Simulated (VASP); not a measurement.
Write the native input for VASP 6.6.1 that does the following.

```
Task                   : relaxation of the atoms
Functional             : PBE
Potentials or basis    : VASP PAW PBE potentials, release 64 (Si)
Cutoff                 : 520 eV
k mesh                 : 8 × 8 × 8
Occupations            : fermi-dirac, width 0.05 eV
Spin                   : no spin polarisation
Dipole correction      : no
Further INCAR settings : ALGO = Normal; EDIFF = 1e-06; IBRION = 2; EDIFFG = -0.01; NSW = 80
```

The structure of Si lies in POSCAR:

```
Si
1.0
    0.0000000000      2.7218511865      2.7218511865
    2.7490696984      0.0000000000      2.7218511865
    2.7490696984      2.7218511865      0.0000000000
Si
2
Direct
    0.5000000000      0.5000000000      0.5000000000
    0.7500000000      0.7500000000      0.7500000000
```

The input as run:

INCAR

```
SYSTEM = Si
PREC = Accurate ; ENCUT = 520
EDIFF = 1E-6 ; ISMEAR = -1
SIGMA = 0.05 ; LREAL = .False.
LASPH = .True. ; NELM = 60
ALGO = Normal ; ISIF = 2
LWAVE = .False. ; LCHARG = .False.
GGA = PE ; IBRION = 2
NSW = 80 ; EDIFFG = -0.01
```

KPOINTS

```
Automatic mesh
0
Gamma
  8 8 8
  0 0 0
```

Potentials or basis: VASP PAW PBE potentials, release 64 (Si).

Command:

```sh
$ cat potpaw_PBE.64/Si/POTCAR > POTCAR
$ mpirun -np 1 vasp_std > vasp.out
```

Results of the run:

The pressure after relaxing is 0.3 GPa. The band gap on the k mesh is 0.59 eV, indirect (least direct gap 2.52 eV).

Caveat: the relaxation stopped at its first step, so nothing moved.

Run time: 16 s on 1 thread of Intel(R) Xeon(R) Platinum 8259CL CPU @ 2.50GHz (Skylake/Cascade Lake) (shared host), peak memory 0.16 GiB.
